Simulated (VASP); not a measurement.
# FeSi (P2_13) in VASP: single point with LDA

Aim: the single point of FeSi with LDA.

Program: VASP 6.6.1. These are calculated values, not measurements. Logs are shortened: lines on timing, memory, paths and dates and some standing lists are left out, and cuts for length are marked.

**1. The cell of the first run**

The structure is cubic, space group P2_13 (No. 198). Conventional cell: a = 4.369 Å, b = 4.369 Å, c = 4.369 Å, α = 90.00°, β = 90.00°, γ = 90.00°. Fe (site symmetry 3) has 7 Si at 2.24 to 2.45 Å and 6 Fe at 2.68 Å within 3.0 Å. Within 3.0 Å of Si (site symmetry 3) lie 7 Fe at 2.24 to 2.45 Å and 6 Si at 2.71 Å.

**2. Single point, LDA**

INCAR

```
SYSTEM = FeSi
ALGO     = Normal         ! electronic algorithm
EDIFF    = 1E-6           ! SCF threshold, eV
ENCUT    = 520            ! plane-wave cutoff, eV
ISIF     = 2              ! what is computed and relaxed
ISMEAR   = 0              ! smearing method
LASPH    = .TRUE.         ! aspherical terms in the spheres
LCHARG   = .FALSE.        ! write CHGCAR
LREAL    = .FALSE.        ! projectors in reciprocal space
LWAVE    = .FALSE.        ! write WAVECAR
NBANDS   = 34             ! bands
NELM     = 100            ! most SCF steps
PREC     = Accurate       ! precision mode
SIGMA    = 0.01           ! smearing width, eV
```

KPOINTS

```
k-points
0
G
  8 8 8
  0 0 0
```

POSCAR

```
FeSi
1.0
    4.3689623497      0.0000000000      0.0000000000
    0.0000000000      4.3689623497      0.0000000000
    0.0000000000      0.0000000000      4.3689623497
Fe Si
4 4
Direct
    0.1368091744      0.1368091744      0.1368091744
    0.3631908256      0.8631908256      0.6368091744
    0.6368091744      0.3631908256      0.8631908256
    0.8631908256      0.6368091744      0.3631908256
    0.8408110716      0.8408110716      0.8408110716
    0.6591889284      0.1591889284      0.3408110716
    0.3408110716      0.6591889284      0.1591889284
    0.1591889284      0.3408110716      0.6591889284
```

Potentials or basis: VASP PAW LDA potentials, release 64 (Fe, Si).

Launch:

```console
$ cat potpaw_LDA.64/Fe/POTCAR potpaw_LDA.64/Si/POTCAR > POTCAR
$ mpirun -np 1 vasp_std > vasp.out
```

OUTCAR:

```text
SYSTEM = FeSi
   EDIFF = 1E-6
   ENCUT = 520
   ISIF = 2
   ISMEAR = 0
   LASPH = .TRUE.
   LREAL = .FALSE.
   NELM = 100
   PREC = Accurate

 ion  position               nearest neighbor table
   1  0.137  0.137  0.137-   5 2.24   6 2.27   7 2.27   8 2.27   7 2.45   8 2.45   6 2.45   3 2.68
                             4 2.68   2 2.68   2 2.68   4 2.68   3 2.68
   2  0.363  0.863  0.637-   6 2.24   5 2.27   7 2.27   8 2.27   7 2.45   8 2.45   5 2.45   1 2.68
                             1 2.68   3 2.68   3 2.68   4 2.68   4 2.68
   3  0.637  0.363  0.863-   7 2.24   6 2.27   5 2.27   8 2.27   8 2.45   6 2.45   5 2.45   1 2.68
                             4 2.68   2 2.68   2 2.68   4 2.68   1 2.68
   4  0.863  0.637  0.363-   8 2.24   6 2.27   7 2.27   5 2.27   6 2.45   5 2.45   7 2.45   1 2.68
                             3 2.68   2 2.68   1 2.68   2 2.68   3 2.68
   5  0.841  0.841  0.841-   1 2.24   2 2.27   3 2.27   4 2.27   3 2.45   4 2.45   2 2.45   6 2.71
                             7 2.71   8 2.71   6 2.71   8 2.71   7 2.71
   6  0.659  0.159  0.341-   2 2.24   1 2.27   3 2.27   4 2.27   3 2.45   4 2.45   1 2.45   8 2.71
                             5 2.71   5 2.71   7 2.71   7 2.71   8 2.71
   7  0.341  0.659  0.159-   3 2.24   2 2.27   1 2.27   4 2.27   4 2.45   2 2.45   1 2.45   8 2.71
                             5 2.71   8 2.71   6 2.71   6 2.71   5 2.71
   8  0.159  0.341  0.659-   4 2.24   2 2.27   3 2.27   1 2.27   2 2.45   1 2.45   3 2.45   7 2.71
                             5 2.71   7 2.71   5 2.71   6 2.71   6 2.71

  LATTYP: Found a simple cubic cell.
 ALAT       =     4.3689623497

  Lattice vectors:

 A1 = (   4.3689623497,   0.0000000000,   0.0000000000)
 A2 = (   0.0000000000,   4.3689623497,   0.0000000000)
 A3 = (   0.0000000000,   0.0000000000,   4.3689623497)

Analysis of symmetry for initial positions (statically):
=====================================================================
 Subroutine PRICEL returns:
 Original cell was already a primitive cell.

 Routine SETGRP: Setting up the symmetry group for a
 simple cubic supercell.

 Subroutine GETGRP returns: Found 12 space group operations
 (whereof  3 operations were pure point group operations)
 out of a pool of 48 trial point group operations.

The static configuration has the point symmetry C_3 .
 The point group associated with its full space group is T   .

Analysis of symmetry for dynamics (positions and initial velocities):
=====================================================================
 Subroutine PRICEL returns:
 Original cell was already a primitive cell.

 Routine SETGRP: Setting up the symmetry group for a
 simple cubic supercell.

 Subroutine GETGRP returns: Found 12 space group operations
 (whereof  3 operations were pure point group operations)
 out of a pool of 48 trial point group operations.

The dynamic configuration has the point symmetry C_3 .
 The point group associated with its full space group is T   .

 Subroutine INISYM returns: Found 12 space group operations
 (whereof  3 operations are pure point group operations),
 and found     1 'primitive' translations

----------------------------------------------------------------------------------------

                                     Primitive cell

  volume of cell :      83.3940

  direct lattice vectors                    reciprocal lattice vectors
     4.368962350  0.000000000  0.000000000     0.228887301  0.000000000  0.000000000
     0.000000000  4.368962350  0.000000000     0.000000000  0.228887301  0.000000000
     0.000000000  0.000000000  4.368962350     0.000000000  0.000000000  0.228887301

  length of vectors
     4.368962350  4.368962350  4.368962350     0.228887301  0.228887301  0.228887301

  position of ions in fractional coordinates (direct lattice)
     0.136809174  0.136809174  0.136809174
     0.363190826  0.863190826  0.636809174
     0.636809174  0.363190826  0.863190826
     0.863190826  0.636809174  0.363190826
     0.840811072  0.840811072  0.840811072
     0.659188928  0.159188928  0.340811072
     0.340811072  0.659188928  0.159188928
     0.159188928  0.340811072  0.659188928

  ion indices of the primitive-cell ions
   primitive index   ion index
                 1           1
                 2           2
                 3           3
                 4           4
                 5           5
                 6           6
                 7           7
                 8           8

----------------------------------------------------------------------------------------

 KPOINTS: k-points

Automatic generation of k-mesh.
 Grid dimensions read from file:
 generate k-points for:    8    8    8

 Generating k-lattice:

  Cartesian coordinates                     Fractional coordinates (reciprocal lattice)
     0.028610913  0.000000000  0.000000000     0.125000000  0.000000000  0.000000000
     0.000000000  0.028610913  0.000000000     0.000000000  0.125000000  0.000000000
     0.000000000  0.000000000  0.028610913     0.000000000  0.000000000  0.125000000

  Length of vectors
     0.028610913  0.028610913  0.028610913

  Shift w.r.t. Gamma in fractional coordinates (k-lattice)
     0.000000000  0.000000000  0.000000000

 Subroutine IBZKPT returns following result:
 ===========================================

 Found     45 irreducible k-points:

 Following reciprocal coordinates:
            Coordinates               Weight
  0.000000  0.000000  0.000000      1.000000
  0.125000  0.000000  0.000000      6.000000
  0.250000  0.000000  0.000000      6.000000
  0.375000  0.000000  0.000000      6.000000
  0.500000  0.000000  0.000000      3.000000
  0.125000  0.125000  0.000000     12.000000
[... 16 lines left out ...]
  0.250000  0.125000  0.125000     24.000000
  0.375000  0.125000  0.125000     24.000000
 [... further k-points ...]
   k-points           NKPTS =     45   k-points in BZ     NKDIM =     45   number of bands    NBANDS=     34
   number of dos      NEDOS =    301   number of ions     NIONS =      8
   total plane-waves  NPLWV =  32768
   dimension x,y,z NGX =    32 NGY =   32 NGZ =   32
   dimension x,y,z NGXF=    64 NGYF=   64 NGZF=   64
   ions per type =               4   4
   NGX,Y,Z   is equivalent  to a cutoff of  12.18, 12.18, 12.18 a.u.
   NGXF,Y,Z  is equivalent  to a cutoff of  24.35, 24.35, 24.35 a.u.
 SYSTEM =  FeSi
   PREC   = accura    normal or accurate (medium, high low for compatibility)
   ISTART =      0    job   : 0-new  1-cont  2-samecut
   ICHARG =      2    charge: 1-file 2-atom 10-const
   ISPIN  =      1    spin polarized calculation?
   LNONCOLLINEAR =      F non collinear calculations
   LSORBIT =      F    spin-orbit coupling
   LASPH  =      T    aspherical Exc in radial PAW
   ENCUT  =  520.0 eV  38.22 Ry    6.18 a.u.   8.12  8.12  8.12*2*pi/ulx,y,z
   NELM   =    100;   NELMIN=  2; NELMDL= -5     # of ELM steps
   EDIFF  = 0.1E-05   stopping-criterion for ELM
   LREAL  =      F    real-space projection
   EDIFFG = 0.1E-04   stopping-criterion for IOM
   NSW    =      0    number of steps for IOM
   IBRION =     -1    ionic relax: 0-MD 1-quasi-New 2-CG
   NFREE  =      0    steps in history (QN), initial steepest desc. (CG)
   ISIF   =      2    stress and relaxation
   ISYM   =      2    0-nonsym 1-usesym 2-fastsym
   POTIM  = 0.5000    time-step for ionic-motion
   TEBEG  =    0.0;   TEEND  =   0.0 temperature during run
   PSTRESS=    0.0 pullay stress
   NELECT =      48.0000    total number of electrons
   NUPDOWN=      -1.0000    fix difference up-down
   EMIN   =  10.00;   EMAX   =-10.00  energy-range for DOS
   EFERMI =   0.00;   METHOD = LEGACY
   ISMEAR =     0;   SIGMA  =   0.01  broadening in eV -4-tet -1-fermi 0-gaus
   EFERMI_NEDOS =   21; number of points for ismear=-14 and -15
   IALGO  =     38    algorithm
   IMIX   =      4    mixing-type and parameters
     AMIX     =   0.40;   BMIX     =  1.00
     AMIX_MAG =   1.60;   BMIX_MAG =  1.00
  volume/ion in A,a.u.               =      10.42        70.35
  Fermi-wavevector in a.u.,A,eV,Ry     =   1.361790  2.573411 25.231639  1.854473
  Thomas-Fermi vector in A             =   2.488336
   LORBIT       =      0    0 simple, 1 ext, 2 COOP (PROOUT), +10 PAW based schemes
   GGA     = CA    functional components
   LHFCALC =     F    Hartree Fock is set to
   AEXX    =    0.0000 exact exchange contribution
   IVDW    =     0    specifies the selected vdW correction
   LEPSILON=     F    determine dielectric tensor
   LRPA    =     F    only Hartree local field effects (RPA)
 non-spin polarized calculation
 Gauss-broadening in eV      SIGMA  =   0.01
  energy-cutoff  :      520.00
  volume of cell :       83.39
 maximum number of plane-waves:      2276
   NGX = 17   NGY = 17   NGZ = 17

 number of electron      47.9999998 magnetization

 Free energy of the ion-electron system (eV)
  ---------------------------------------------------
  ext. energy  EPLUGINS =         0.00000000
  ---------------------------------------------------
  free energy    TOTEN  =       -66.55460565 eV

  energy without entropy =      -66.55460565  energy(sigma->0) =      -66.55460565

 E-fermi :  10.4273     XC(G=0): -13.2371

 val. band max:       10.3655325232   @ k =   0.2500   0.1250   0.1250
 cond. band min:      10.4952684505   @ k =   0.3750   0.1250   0.1250
 fundamental gap:      0.1297359273
 Fermi energy:        10.4273370189

 k-point     1 :       0.0000    0.0000    0.0000
  band No.  band energies     occupation
      1      -3.2280      2.00000
      2       2.2829      2.00000
      3       2.2829      2.00000
      4       2.2829      2.00000
      5       5.1281      2.00000
      6       5.1281      2.00000
[... 26 lines left out ...]
     33      14.9627      0.00000
     34      14.9627      0.00000

 k-point     2 :       0.1250    0.0000    0.0000
  band No.  band energies     occupation
      1      -3.1071      2.00000
      2       1.5103      2.00000
      3       2.3503      2.00000
      4       2.8615      2.00000
      5       4.6409      2.00000
      6       5.2045      2.00000
[... 26 lines left out ...]
     33      15.0858      0.00000
     34      15.1374      0.00000
[... 775 lines left out ...]
     33      15.1017      0.00000
     34      15.3456      0.00000

 k-point    24 :       0.3750    0.1250    0.1250
  band No.  band energies     occupation
      1      -1.9392      2.00000
      2      -0.2704      2.00000
      3       2.3080      2.00000
      4       3.2688      2.00000
      5       4.0985      2.00000
      6       4.8691      2.00000
[... 26 lines left out ...]
     33      14.9018      0.00000
     34      15.6044      0.00000

 [... further k-points ...]
[... 5 lines left out ...]
  --------------------------------------------------------------------------------------
  -------------------------------------------------------------------------------------
  Total        0.4427097      0.4427097      0.4427097      0.0000000      0.0000000      0.0000000
  in kB        8.5053998      8.5053998      8.5053998      0.0000000      0.0000000      0.0000000
  external PRESSURE =       8.5053998 kB  Pullay stress =       0.0000000 kB

 VOLUME and BASIS-vectors are now :
 -----------------------------------------------------------------------------
  energy-cutoff  :      520.00
  volume of cell :       83.39
      direct lattice vectors                 reciprocal lattice vectors
     4.368962350  0.000000000  0.000000000     0.228887301  0.000000000  0.000000000
     0.000000000  4.368962350  0.000000000     0.000000000  0.228887301  0.000000000
     0.000000000  0.000000000  4.368962350     0.000000000  0.000000000  0.228887301

 POSITION                                       TOTAL-FORCE (eV/Angst)
 -----------------------------------------------------------------------------------
      0.59771      0.59771      0.59771         0.028277      0.028277      0.028277
      1.58677      3.77125      2.78220        -0.028277     -0.028277      0.028277
      2.78220      1.58677      3.77125         0.028277     -0.028277     -0.028277
      3.77125      2.78220      1.58677        -0.028277      0.028277     -0.028277
      3.67347      3.67347      3.67347         0.004305      0.004305      0.004305
      2.87997      0.69549      1.48899        -0.004305     -0.004305      0.004305
      1.48899      2.87997      0.69549         0.004305     -0.004305     -0.004305
      0.69549      1.48899      2.87997        -0.004305      0.004305     -0.004305
 -----------------------------------------------------------------------------------
    total drift:                                0.000000     -0.000000     -0.000000

  FREE ENERGIE OF THE ION-ELECTRON SYSTEM (eV)
  ---------------------------------------------------
  free  energy   TOTEN  =       -66.5546056470 eV

  energy  without entropy=      -66.5546056470  energy(sigma->0) =      -66.55460565
```

It took 41 s on 1 thread of Intel Xeon 6975P-C (Granite Rapids), shared host; peak memory 0.21 GiB.

What came out:

| Property | Result |
| --- | --- |
| Free energy | -66.5546 eV |
| Pressure | 0.9 GPa |
| Largest force | 0.049 eV/Å |
| Band gap on the k mesh | 0.13 eV, indirect (least direct gap 0.16 eV) |

Forces on the atoms (eV/Å):
```
Fe   0.028  0.028  0.028
Fe  -0.028 -0.028  0.028
Fe   0.028 -0.028 -0.028
Fe  -0.028  0.028 -0.028
Si   0.004  0.004  0.004
Si  -0.004 -0.004  0.004
Si   0.004 -0.004 -0.004
Si  -0.004  0.004 -0.004
```

A k mesh can miss the band edges. Spin polarisation is off, so any magnetic state and its effect on volume and gap are missing.
